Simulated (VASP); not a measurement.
# ZnNi2O5 (P3m1) in VASP: single point with PBE

Aim: the single point of ZnNi2O5 with PBE.

All numbers are computed with VASP 6.6.1; they aren't measurements. Logs are shortened: lines on timing, memory, paths and dates and some standing lists are left out, and cuts for length are marked.

## Step 1: The cell of the first run

It takes space group P3m1 (No. 156, trigonal). Conventional cell: a = 2.944 Å, b = 2.944 Å, c = 13.036 Å, α = 90.00°, β = 90.00°, γ = 120.00°. Zn (site symmetry 3m) has 4 O at 1.83 to 2.11 Å within 2.4 Å. Within 2.5 Å of Ni (site symmetry 3m) lie 6 O at 1.92 Å. Ni (site symmetry 3m) has 6 O at 1.92 to 1.95 Å within 2.5 Å. O (site symmetry 3m) has 3 Ni at 1.92 Å and 3 O at 2.46 Å within 2.5 Å. Within 2.5 Å of O (site symmetry 3m) lie 3 Ni at 1.92 Å and 3 O at 2.46 Å. Within 2.4 Å of O (site symmetry 3m) lie 3 Zn at 1.83 Å. Within 2.6 Å of O (site symmetry 3m) lie 3 Ni at 1.92 Å and 3 O at 2.50 Å. Within 2.6 Å of O (site symmetry 3m) lie 3 Ni at 1.95 Å and 1 Zn at 2.11 Å and 3 O at 2.50 Å.

## Step 2: Single point, PBE, collinear spin

The input, INCAR:

```
PREC = Accurate
ENCUT = 520
EDIFF = 1E-6
ISMEAR = 0
SIGMA = 0.1
LREAL = False
LASPH = True
NELM = 150
ALGO = Normal
ISIF = 2
LWAVE = False
LCHARG = False
ISPIN = 2
MAGMOM = 0 0 0.19 0 0 0 0 0
LORBIT = 11
LMAXMIX = 4
GGA = PE
NBANDS = 45
```

The input, KPOINTS:

```
Automatic mesh
0
Gamma
  12 12 4
```

The input, POSCAR:

```
ZnNi2O5
1.0
    2.9435189062      0.0000000000      0.0000000000
   -1.4717594531      2.5491621493      0.0000000000
    0.0000000000      0.0000000000     13.0356619419
Zn Ni O
1 2 5
Direct
    0.0000000000      0.0000000000      0.7080266955
    0.6666666667      0.3333333333      0.0832211268
    0.6666666667      0.3333333333      0.4731260468
    0.3333333333      0.6666666667      0.0150499667
    0.0000000000      0.0000000000      0.1515523177
    0.6666666667      0.3333333333      0.7602487290
    0.3333333333      0.6666666667      0.4048509895
    0.0000000000      0.0000000000      0.5459241281
```

Potentials or basis: VASP PAW PBE potentials, release 64 (Zn, Ni, O).

Started as:

```sh
> cat potpaw_PBE.64/Zn/POTCAR potpaw_PBE.64/Ni/POTCAR potpaw_PBE.64/O/POTCAR > POTCAR
> mpirun -np 1 vasp_std > vasp.out
```

OUTCAR:

```text
PREC = Accurate
   ENCUT = 520
   EDIFF = 1E-6
   ISMEAR = 0
   LREAL = False
   LASPH = True
   NELM = 150
   ISIF = 2
   ISPIN = 2
   LORBIT = 11
   GGA = PE

 ion  position               nearest neighbor table
   1  0.000  0.000  0.708-   6 1.83   6 1.83   6 1.83   8 2.11
   2  0.667  0.333  0.083-   4 1.92   4 1.92   4 1.92   5 1.92   5 1.92   5 1.92
   3  0.667  0.333  0.473-   7 1.92   7 1.92   7 1.92   8 1.95   8 1.95   8 1.95
   4  0.333  0.667  0.015-   2 1.92   2 1.92   2 1.92
   5  0.000  0.000  0.152-   2 1.92   2 1.92   2 1.92
   6  0.667  0.333  0.760-   1 1.83   1 1.83   1 1.83
   7  0.333  0.667  0.405-   3 1.92   3 1.92   3 1.92
   8  0.000  0.000  0.546-   3 1.95   3 1.95   3 1.95   1 2.11

  LATTYP: Found a hexagonal cell.
 ALAT       =     2.9435189062
 C/A-ratio  =     4.4285980003

  Lattice vectors:

 A1 = (   2.9435189062,   0.0000000000,   0.0000000000)
 A2 = (  -1.4717594531,   2.5491621493,   0.0000000000)
 A3 = (   0.0000000000,   0.0000000000,  13.0356619419)

Analysis of symmetry for initial positions (statically):
=====================================================================
 Subroutine PRICEL returns:
 Original cell was already a primitive cell.

 Routine SETGRP: Setting up the symmetry group for a
 hexagonal supercell.

 Subroutine GETGRP returns: Found  6 space group operations
 (whereof  6 operations were pure point group operations)
 out of a pool of 24 trial point group operations.

The static configuration has the point symmetry C_3v.

Analysis of symmetry for dynamics (positions and initial velocities):
=====================================================================
 Subroutine PRICEL returns:
 Original cell was already a primitive cell.

 Routine SETGRP: Setting up the symmetry group for a
 hexagonal supercell.

 Subroutine GETGRP returns: Found  6 space group operations
 (whereof  6 operations were pure point group operations)
 out of a pool of 24 trial point group operations.

The dynamic configuration has the point symmetry C_3v.

Analysis of structural, dynamic, and magnetic symmetry:
=====================================================================
 Subroutine PRICEL returns:
 Original cell was already a primitive cell.

 Routine SETGRP: Setting up the symmetry group for a
 hexagonal supercell.

 Subroutine GETGRP returns: Found  6 space group operations
 (whereof  6 operations were pure point group operations)
 out of a pool of 24 trial point group operations.

The overall configuration has the point symmetry C_3v.

 Subroutine INISYM returns: Found  6 space group operations
 (whereof  6 operations are pure point group operations),
 and found     1 'primitive' translations

----------------------------------------------------------------------------------------

                                     Primitive cell

  volume of cell :      97.8132

  direct lattice vectors                    reciprocal lattice vectors
     2.943518906  0.000000000  0.000000000     0.339729430  0.196142878  0.000000000
    -1.471759453  2.549162149  0.000000000     0.000000000  0.392285756  0.000000000
     0.000000000  0.000000000 13.035661942     0.000000000  0.000000000  0.076712637

  length of vectors
     2.943518906  2.943518906 13.035661942     0.392285756  0.392285756  0.076712637

  position of ions in fractional coordinates (direct lattice)
     0.000000000  0.000000000  0.708026696
     0.666666667  0.333333333  0.083221127
     0.666666667  0.333333333  0.473126047
     0.333333333  0.666666667  0.015049967
     0.000000000  0.000000000  0.151552318
     0.666666667  0.333333333  0.760248729
     0.333333333  0.666666667  0.404850989
     0.000000000  0.000000000  0.545924128

  ion indices of the primitive-cell ions
   primitive index   ion index
                 1           1
                 2           2
                 3           3
                 4           4
                 5           5
                 6           6
                 7           7
                 8           8

----------------------------------------------------------------------------------------

 KPOINTS: Automatic mesh

Automatic generation of k-mesh.
 Grid dimensions read from file:
 generate k-points for:   12   12    4

 Generating k-lattice:

  Cartesian coordinates                     Fractional coordinates (reciprocal lattice)
     0.028310786  0.016345240  0.000000000     0.083333333  0.000000000  0.000000000
     0.000000000  0.032690480  0.000000000     0.000000000  0.083333333  0.000000000
     0.000000000  0.000000000  0.019178159     0.000000000  0.000000000  0.250000000

  Length of vectors
     0.032690480  0.032690480  0.019178159

  Shift w.r.t. Gamma in fractional coordinates (k-lattice)
     0.000000000  0.000000000  0.000000000

 Subroutine IBZKPT returns following result:
 ===========================================

 Found     69 irreducible k-points:

 Following reciprocal coordinates:
            Coordinates               Weight
  0.000000  0.000000  0.000000      1.000000
  0.083333  0.000000  0.000000      6.000000
  0.166667  0.000000  0.000000      6.000000
  0.250000 -0.000000  0.000000      6.000000
  0.333333 -0.000000  0.000000      6.000000
  0.416667  0.000000  0.000000      6.000000
[... 16 lines left out ...]
  0.166667  0.000000  0.250000      6.000000
  0.000000  0.166667  0.250000      6.000000
 [... further k-points ...]
   k-points           NKPTS =     69   k-points in BZ     NKDIM =     69   number of bands    NBANDS=     45
   number of dos      NEDOS =    301   number of ions     NIONS =      8
   total plane-waves  NPLWV =  56448
   dimension x,y,z NGX =    24 NGY =   24 NGZ =   98
   dimension x,y,z NGXF=    48 NGYF=   48 NGZF=  196
   ions per type =               1   2   5
   NGX,Y,Z   is equivalent  to a cutoff of  13.55, 13.55, 12.50 a.u.
   NGXF,Y,Z  is equivalent  to a cutoff of  27.11, 27.11, 25.00 a.u.
 SYSTEM =  unknown system
   PREC   = accura    normal or accurate (medium, high low for compatibility)
   ISTART =      0    job   : 0-new  1-cont  2-samecut
   ICHARG =      2    charge: 1-file 2-atom 10-const
   ISPIN  =      2    spin polarized calculation?
   LNONCOLLINEAR =      F non collinear calculations
   LSORBIT =      F    spin-orbit coupling
   LASPH  =      T    aspherical Exc in radial PAW
   ENCUT  =  520.0 eV  38.22 Ry    6.18 a.u.   5.47  5.47 24.24*2*pi/ulx,y,z
   NELM   =    150;   NELMIN=  2; NELMDL= -5     # of ELM steps
   EDIFF  = 0.1E-05   stopping-criterion for ELM
   LREAL  =      F    real-space projection
   EDIFFG = 0.1E-04   stopping-criterion for IOM
   NSW    =      0    number of steps for IOM
   IBRION =     -1    ionic relax: 0-MD 1-quasi-New 2-CG
   NFREE  =      0    steps in history (QN), initial steepest desc. (CG)
   ISIF   =      2    stress and relaxation
   ISYM   =      2    0-nonsym 1-usesym 2-fastsym
   POTIM  = 0.5000    time-step for ionic-motion
   TEBEG  =    0.0;   TEEND  =   0.0 temperature during run
   PSTRESS=    0.0 pullay stress
   NELECT =      62.0000    total number of electrons
   NUPDOWN=      -1.0000    fix difference up-down
   EMIN   =  10.00;   EMAX   =-10.00  energy-range for DOS
   EFERMI =   0.00;   METHOD = LEGACY
   ISMEAR =     0;   SIGMA  =   0.10  broadening in eV -4-tet -1-fermi 0-gaus
   EFERMI_NEDOS =   21; number of points for ismear=-14 and -15
   IALGO  =     38    algorithm
   IMIX   =      4    mixing-type and parameters
     AMIX     =   0.40;   BMIX     =  1.00
     AMIX_MAG =   1.60;   BMIX_MAG =  1.00
  volume/ion in A,a.u.               =      12.23        82.51
  Fermi-wavevector in a.u.,A,eV,Ry     =   1.406284  2.657491 26.907341  1.977634
  Thomas-Fermi vector in A             =   2.528660
   LORBIT       =     11    0 simple, 1 ext, 2 COOP (PROOUT), +10 PAW based schemes
   GGA     = PE    functional components
   LHFCALC =     F    Hartree Fock is set to
   AEXX    =    0.0000 exact exchange contribution
   IVDW    =     0    specifies the selected vdW correction
   LEPSILON=     F    determine dielectric tensor
   LRPA    =     F    only Hartree local field effects (RPA)
 spin polarized calculation
 Gauss-broadening in eV      SIGMA  =   0.10
  energy-cutoff  :      520.00
  volume of cell :       97.81
 maximum number of plane-waves:      2712
 NGX is ok and might be reduce to    24
   NGX = 11   NGY = 11   NGZ = 49

 number of electron      61.9999999 magnetization       0.2754220

 Free energy of the ion-electron system (eV)
  ---------------------------------------------------
  ext. energy  EPLUGINS =         0.00000000
  ---------------------------------------------------
  free energy    TOTEN  =       -42.68790278 eV

  energy without entropy =      -42.66655569  energy(sigma->0) =      -42.67722924

 E-fermi :   1.5972     XC(G=0):  -9.9753

 val. band max:        1.5819146866   @ k =   0.0000   0.1667   0.2500
 cond. band min:       1.6021326481   @ k =   0.1667   0.0000   0.2500
 fundamental gap:      0.0202179615
 Fermi energy:         1.5972486034

 spin component 1

 k-point     1 :       0.0000    0.0000    0.0000
  band No.  band energies     occupation
      1     -18.4273      1.00000
      2     -17.8687      1.00000
      3     -16.6778      1.00000
      4     -16.3260      1.00000
      5     -15.5637      1.00000
      6      -4.9840      1.00000
[... 35 lines left out ...]
     42      13.5742      0.00000
     43      14.0288      0.00000

 k-point     2 :       0.0833    0.0000    0.0000
  band No.  band energies     occupation
      1     -18.3556      1.00000
      2     -17.7934      1.00000
      3     -16.6335      1.00000
      4     -16.3251      1.00000
      5     -15.5773      1.00000
      6      -5.0500      1.00000
[... 1004 lines left out ...]
 k-point    24 :       0.0000    0.1667    0.2500
  band No.  band energies     occupation
      1     -18.1518      1.00000
      2     -17.5787      1.00000
      3     -16.5223      1.00000
      4     -16.3139      1.00000
      5     -15.6183      1.00000
      6      -5.1543      1.00000
[... 35 lines left out ...]
     42      14.1327      0.00000
     43      14.7372      0.00000

 [... further k-points ...]

 spin component 2

 k-point     1 :       0.0000    0.0000    0.0000
  band No.  band energies     occupation
      1     -18.3771      1.00000
      2     -17.8685      1.00000
      3     -16.6527      1.00000
      4     -16.2743      1.00000
      5     -15.5636      1.00000
      6      -4.9288      1.00000
[... 35 lines left out ...]
     42      13.5915      0.00000
     43      14.0387      0.00000

 k-point     2 :       0.0833    0.0000    0.0000
  band No.  band energies     occupation
      1     -18.3053      1.00000
      2     -17.7933      1.00000
      3     -16.6072      1.00000
      4     -16.2737      1.00000
      5     -15.5771      1.00000
      6      -5.0113      1.00000
[... 1004 lines left out ...]
 k-point    24 :       0.0000    0.1667    0.2500
  band No.  band energies     occupation
      1     -18.1012      1.00000
      2     -17.5786      1.00000
      3     -16.4893      1.00000
      4     -16.2671      1.00000
      5     -15.6181      1.00000
      6      -5.1140      1.00000
[... 35 lines left out ...]
     42      14.1510      0.00000
     43      14.7443      0.00000

 [... further k-points ...]

 [bands above 43 left out]

------------------------ aborting loop because EDIFF is reached ----------------------------------------

  FORCE on cell =-STRESS in cart. coord.  units (eV):
  Direction    XX          YY          ZZ          XY          YZ          ZX
  --------------------------------------------------------------------------------------
  -------------------------------------------------------------------------------------
  Total        0.6815356      0.6815356      0.1517544      0.0000000      0.0000000      0.0000000
  in kB       11.1635349     11.1635349      2.4857327      0.0000000      0.0000000      0.0000000
  external PRESSURE =       8.2709342 kB  Pullay stress =       0.0000000 kB

 VOLUME and BASIS-vectors are now :
 -----------------------------------------------------------------------------
  energy-cutoff  :      520.00
  volume of cell :       97.81
      direct lattice vectors                 reciprocal lattice vectors
     2.943518906  0.000000000  0.000000000     0.339729430  0.196142878  0.000000000
    -1.471759453  2.549162149  0.000000000     0.000000000  0.392285756  0.000000000
     0.000000000  0.000000000 13.035661942     0.000000000  0.000000000  0.076712637

 POSITION                                       TOTAL-FORCE (eV/Angst)
 -----------------------------------------------------------------------------------
      0.00000      0.00000      9.22960        -0.000000     -0.000000     -0.132380
      1.47176      0.84972      1.08484        -0.000000      0.000000      0.003280
      1.47176      0.84972      6.16751        -0.000000      0.000000      0.006921
     -0.00000      1.69944      0.19619         0.000000      0.000000     -0.046425
      0.00000      0.00000      1.97558        -0.000000      0.000000      0.044084
      1.47176      0.84972      9.91035        -0.000000      0.000000      0.126853
     -0.00000      1.69944      5.27750         0.000000     -0.000000     -0.056727
      0.00000      0.00000      7.11648        -0.000000      0.000000      0.054394
 -----------------------------------------------------------------------------------
    total drift:                                0.000000     -0.000000      0.001178

  FREE ENERGIE OF THE ION-ELECTRON SYSTEM (eV)
  ---------------------------------------------------
  free  energy   TOTEN  =       -42.6879027778 eV

  energy  without entropy=      -42.6665556937  energy(sigma->0) =      -42.67722924

 total charge

# of ion       s       p       d       tot
------------------------------------------
    1        0.533   0.644   9.899  11.077
    2        0.462   0.686   8.140   9.287
    3        0.448   0.654   8.161   9.263
    4        1.592   3.289   0.000   4.880
    5        1.591   3.292   0.000   4.883
    6        1.573   3.446   0.000   5.019
    7        1.592   3.288   0.000   4.880
    8        1.577   3.364   0.000   4.941
--------------------------------------------------
tot          9.367  18.661  26.200  54.228

 magnetization (x)

# of ion       s       p       d       tot
------------------------------------------
    1       -0.000   0.001   0.004   0.004
    2       -0.000   0.000   0.001   0.001
    3       -0.001   0.000   0.185   0.184
    4        0.000   0.000   0.000   0.000
    5        0.000  -0.000   0.000  -0.000
    6        0.000   0.013   0.000   0.013
    7        0.003   0.029   0.000   0.032
    8        0.004   0.019   0.000   0.023
--------------------------------------------------
tot          0.006   0.062   0.190   0.257
```

Wall time 41 min (1 thread of Oxide Virtual Turin-like, shared host); peak memory 0.54 GiB.

Results:

```yaml
Free_energy: -42.6879 eV
Pressure: 0.8 GPa
Largest_force: 0.132 eV/Å
Net_moment: 0.28 μB per cell
Site_moments: Zn +0.00; Ni +0.00, +0.18; O +0.00, -0.00, +0.01, +0.03, +0.02 μB
Valence_electrons_inside_the_program's_atomic_spheres: Zn 11.08; Ni 9.29, 9.26; O 4.88, 5.02, 4.94 (each value once)
```

Forces on the atoms (eV/Å):
```
Zn   0.000  0.000 -0.132
Ni   0.000  0.000  0.003
Ni   0.000  0.000  0.007
O    0.000  0.000 -0.046
O    0.000  0.000  0.044
O    0.000  0.000  0.127
O    0.000  0.000 -0.057
O    0.000  0.000  0.054
```

Levels at points of the mesh, in eV from the Fermi level:
Spin up:
| k point | band 29 | band 30 | band 31 | band 32 | band 33 | band 34 |
| --- | --- | --- | --- | --- | --- | --- |
| (0.00, 0.00, 0.00) | -0.58 | 0.32 | 0.32 | 0.92 | 0.92 | 1.57 |
| (0.50, 0.00, 0.00) | -1.46 | -1.26 | -1.13 | 0.10 | 0.78 | 0.83 |
| (0.00, 0.00, 0.50) | -0.57 | 0.32 | 0.32 | 0.92 | 0.92 | 1.57 |
| (0.50, 0.00, 0.50) | -1.46 | -1.26 | -1.13 | 0.10 | 0.78 | 0.83 |
Spin down:
| k point | band 29 | band 30 | band 31 | band 32 | band 33 | band 34 |
| --- | --- | --- | --- | --- | --- | --- |
| (0.00, 0.00, 0.00) | -0.57 | 0.35 | 0.35 | 1.14 | 1.14 | 1.57 |
| (0.50, 0.00, 0.00) | -1.45 | -1.23 | -1.11 | 0.34 | 0.78 | 1.03 |
| (0.00, 0.00, 0.50) | -0.57 | 0.35 | 0.35 | 1.14 | 1.14 | 1.57 |
| (0.50, 0.00, 0.50) | -1.45 | -1.23 | -1.11 | 0.34 | 0.78 | 1.03 |

Caveat: semilocal functionals often make such compounds metallic where correlation or magnetic order opens a gap, which also shifts bond lengths. With open d or f shells a metallic result of PBE can be an artefact of self-interaction; +U or a hybrid may open a gap.
